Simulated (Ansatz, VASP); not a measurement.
**One calculation of CaO, two programs**

```
Ca O
1.0
     0.00000    2.35373    2.35373
     2.35373    0.00000    2.35373
     2.35373    2.35373    0.00000
Ca O
1 1
Cartesian
  0.0000 0.0000 0.0000
  2.3537 2.3537 2.3537
```

Alike in both runs: functional LDA; k mesh 8 × 8 × 8; occupations gaussian, width 0.02 eV; no spin polarisation.

Ansatz relaxed the structure, and its values are those at the end. VASP's run is a single point on that final structure, the one shown.

```csv
,VASP,Ansatz
version,VASP 6.6.1,Ansatz 0.2.0
potentials or method,"VASP PAW LDA potentials, release 64 (Ca_sv, O_h), cutoff 1340 eV","scalar-relativistic, plane waves, PAW"
valence electrons in the cell,16,16
```

```csv
,VASP,Ansatz,Ansatz less VASP
gap on the k mesh at the Fermi level (eV),3.42,3.45,+0.026
least direct gap on the mesh (eV),3.78,3.81,+0.027
pressure (GPa),0.9,0.0,-0.95
```

Ansatz warns that its potentials were made for another functional, while VASP's fit it. LDA's correlation is that of Perdew and Zunger in VASP and of Perdew and Wang (1992) in Ansatz.
